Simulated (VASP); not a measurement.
# SrO (P6_3/mmc) in VASP: single point with PBE

Aim: the single point of SrO with PBE.

Everything below comes from runs of VASP 6.6.1. Logs are shortened: lines on timing, memory, paths and dates and some standing lists are left out, and cuts for length are marked.

### 1 The cell of the first run

It takes space group P6_3/mmc (No. 194, hexagonal). The conventional cell has a = 3.553 Å, b = 3.553 Å, c = 6.217 Å, α = 90.00°, β = 90.00°, γ = 120.00°. Sr (site symmetry -6m2) has 6 O at 2.57 Å within 3.4 Å. O (site symmetry -3m) has 6 Sr at 2.57 Å and 2 O at 3.11 Å within 3.4 Å.

### 2 Single point, PBE

Input file INCAR:

```
SYSTEM = SrO
ALGO = Normal
EDIFF = 1E-6
ENCUT = 520
GGA = PE
ISIF = 2
ISMEAR = -1
LASPH = .True.
LCHARG = .False.
LREAL = .False.
LWAVE = .False.
NBANDS = 24
NELM = 80
PREC = Accurate
SIGMA = 0.03
```

Input file KPOINTS:

```
k-points
0
Gamma
  5 5 3
  0 0 0
```

Input file POSCAR:

```
SrO
1.0
    3.5532880902      0.0000000000      0.0000000000
   -1.7766440451      3.0772377531      0.0000000000
    0.0000000000      0.0000000000      6.2173039800
Sr O
2 2
Direct
    0.6666666667      0.3333333333      0.7500000000
    0.3333333333      0.6666666667      0.2500000000
    0.0000000000      0.0000000000      0.5000000000
    0.0000000000      0.0000000000      0.0000000000
```

Potentials or basis: VASP PAW PBE potentials, release 64 (Sr_sv, O).

Launch:

```
cat potpaw_PBE.64/Sr_sv/POTCAR potpaw_PBE.64/O/POTCAR > POTCAR
mpirun -np 1 vasp_std > vasp.out
```

OUTCAR:

```text
SYSTEM = SrO
   EDIFF = 1E-6
   ENCUT = 520
   GGA = PE
   ISIF = 2
   ISMEAR = -1
   LASPH = .True.
   LREAL = .False.
   NELM = 80
   PREC = Accurate

 ion  position               nearest neighbor table
   1  0.667  0.333  0.750-   3 2.57   4 2.57   3 2.57   4 2.57   3 2.57   4 2.57   2 3.72   2 3.72
                             2 3.72   2 3.72   2 3.72   2 3.72
   2  0.333  0.667  0.250-   3 2.57   4 2.57   3 2.57   4 2.57   3 2.57   4 2.57   1 3.72   1 3.72
                             1 3.72   1 3.72   1 3.72   1 3.72
   3  0.000  0.000  0.500-   1 2.57   2 2.57   1 2.57   2 2.57   1 2.57   2 2.57
   4  0.000  0.000  0.000-   1 2.57   2 2.57   1 2.57   2 2.57   1 2.57   2 2.57

  LATTYP: Found a hexagonal cell.
 ALAT       =     3.5532880902
 C/A-ratio  =     1.7497325919

  Lattice vectors:

 A1 = (   3.5532880902,   0.0000000000,   0.0000000000)
 A2 = (  -1.7766440451,   3.0772377531,   0.0000000000)
 A3 = (   0.0000000000,   0.0000000000,   6.2173039800)

Analysis of symmetry for initial positions (statically):
=====================================================================
 Subroutine PRICEL returns:
 Original cell was already a primitive cell.

 Routine SETGRP: Setting up the symmetry group for a
 hexagonal supercell.

 Subroutine GETGRP returns: Found 24 space group operations
 (whereof 12 operations were pure point group operations)
 out of a pool of 24 trial point group operations.

The static configuration has the point symmetry D_3d.
 The point group associated with its full space group is D_6h.

Analysis of symmetry for dynamics (positions and initial velocities):
=====================================================================
 Subroutine PRICEL returns:
 Original cell was already a primitive cell.

 Routine SETGRP: Setting up the symmetry group for a
 hexagonal supercell.

 Subroutine GETGRP returns: Found 24 space group operations
 (whereof 12 operations were pure point group operations)
 out of a pool of 24 trial point group operations.

The dynamic configuration has the point symmetry D_3d.
 The point group associated with its full space group is D_6h.

 Subroutine INISYM returns: Found 24 space group operations
 (whereof 12 operations are pure point group operations),
 and found     1 'primitive' translations

----------------------------------------------------------------------------------------

                                     Primitive cell

  volume of cell :      67.9819

  direct lattice vectors                    reciprocal lattice vectors
     3.553288090  0.000000000  0.000000000     0.281429475  0.162483383  0.000000000
[... 70 lines left out ...]
   LNONCOLLINEAR =      F non collinear calculations
   LSORBIT =      F    spin-orbit coupling
   LASPH  =      T    aspherical Exc in radial PAW
   ENCUT  =  520.0 eV  38.22 Ry    6.18 a.u.   6.61  6.61 11.56*2*pi/ulx,y,z
   NELM   =     80;   NELMIN=  2; NELMDL= -5     # of ELM steps
   EDIFF  = 0.1E-05   stopping-criterion for ELM
   LREAL  =      F    real-space projection
[... 7 lines left out ...]
   TEBEG  =    0.0;   TEEND  =   0.0 temperature during run
   PSTRESS=    0.0 pullay stress
   NELECT =      32.0000    total number of electrons
   NUPDOWN=      -1.0000    fix difference up-down
   EMIN   =  10.00;   EMAX   =-10.00  energy-range for DOS
   EFERMI =   0.00;   METHOD = LEGACY
   ISMEAR =    -1;   SIGMA  =   0.03  broadening in eV -4-tet -1-fermi 0-gaus
   EFERMI_NEDOS =   21; number of points for ismear=-14 and -15
   IALGO  =     38    algorithm
   IMIX   =      4    mixing-type and parameters
     AMIX     =   0.40;   BMIX     =  1.00
     AMIX_MAG =   1.60;   BMIX_MAG =  1.00
  volume/ion in A,a.u.               =      17.00       114.69
  Fermi-wavevector in a.u.,A,eV,Ry     =   1.273484  2.406537 22.065419  1.621763
  Thomas-Fermi vector in A             =   2.406305
   LORBIT       =      0    0 simple, 1 ext, 2 COOP (PROOUT), +10 PAW based schemes
   GGA     = PE    functional components
   LHFCALC =     F    Hartree Fock is set to
   AEXX    =    0.0000 exact exchange contribution
   IVDW    =     0    specifies the selected vdW correction
   LEPSILON=     F    determine dielectric tensor
   LRPA    =     F    only Hartree local field effects (RPA)
 non-spin polarized calculation
  energy-cutoff  :      520.00
  volume of cell :       67.98
 maximum number of plane-waves:      1847
 NGX is ok and might be reduce to    28
   NGX = 13   NGY = 13   NGZ = 23

 number of electron      32.0000014 magnetization

 Free energy of the ion-electron system (eV)
  ---------------------------------------------------
  ext. energy  EPLUGINS =         0.00000000
  ---------------------------------------------------
  free energy    TOTEN  =       -23.73721320 eV

  energy without entropy =      -23.73721320  energy(sigma->0) =      -23.73721320

 E-fermi :   2.8717     XC(G=0): -10.0207

 val. band max:        2.2078276685   @ k =   0.0000   0.0000   0.0000
 cond. band min:       5.2868852556   @ k =   0.0000   0.0000   0.0000
 fundamental gap:      3.0790575871
 Fermi energy:         2.8717407969

 k-point     1 :       0.0000    0.0000    0.0000
  band No.  band energies     occupation
      1     -30.7796      2.00000
      2     -30.6720      2.00000
      3     -14.8922      2.00000
      4     -13.3452      2.00000
      5     -12.4529      2.00000
      6     -12.4529      2.00000
[... 259 lines left out ...]
     23      11.5142      0.00000
     24      11.6924      0.00000

------------------------ aborting loop because EDIFF is reached ----------------------------------------

  FORCE on cell =-STRESS in cart. coord.  units (eV):
  Direction    XX          YY          ZZ          XY          YZ          ZX
  --------------------------------------------------------------------------------------
  -------------------------------------------------------------------------------------
  Total        0.8821701      0.8821701      0.7845499      0.0000000     -0.0000000      0.0000000
  in kB       20.7907108     20.7907108     18.4900293      0.0000000     -0.0000000      0.0000000
  external PRESSURE =      20.0238169 kB  Pullay stress =       0.0000000 kB

 VOLUME and BASIS-vectors are now :
 -----------------------------------------------------------------------------
  energy-cutoff  :      520.00
  volume of cell :       67.98
      direct lattice vectors                 reciprocal lattice vectors
     3.553288090  0.000000000  0.000000000     0.281429475  0.162483383  0.000000000
    -1.776644045  3.077237753  0.000000000     0.000000000  0.324966766  0.000000000
     0.000000000  0.000000000  6.217303980     0.000000000  0.000000000  0.160841420

 POSITION                                       TOTAL-FORCE (eV/Angst)
 -----------------------------------------------------------------------------------
      1.77664      1.02575      4.66298        -0.000000     -0.000000      0.000000
     -0.00000      2.05149      1.55433         0.000000      0.000000      0.000000
      0.00000      0.00000      3.10865        -0.000000      0.000000      0.000000
      0.00000      0.00000      0.00000         0.000000      0.000000      0.000000
 -----------------------------------------------------------------------------------
    total drift:                               -0.000000      0.000000     -0.000000

  FREE ENERGIE OF THE ION-ELECTRON SYSTEM (eV)
  ---------------------------------------------------
  free  energy   TOTEN  =       -23.7372131981 eV

  energy  without entropy=      -23.7372131981  energy(sigma->0) =      -23.73721320
```

Run time: 38 s. Hardware: 1 thread of Intel Xeon 8259CL, shared host; peak memory 0.18 GiB.

Results:

```
Free energy            : -23.7372 eV
Pressure               : 2.0 GPa
Band gap on the k mesh : 3.08 eV
```

Stress tensor (GPa, compression positive):
```
2.08 0.00 0.00
0.00 2.08 0.00
0.00 0.00 1.85
```

A k mesh can miss the band edges.
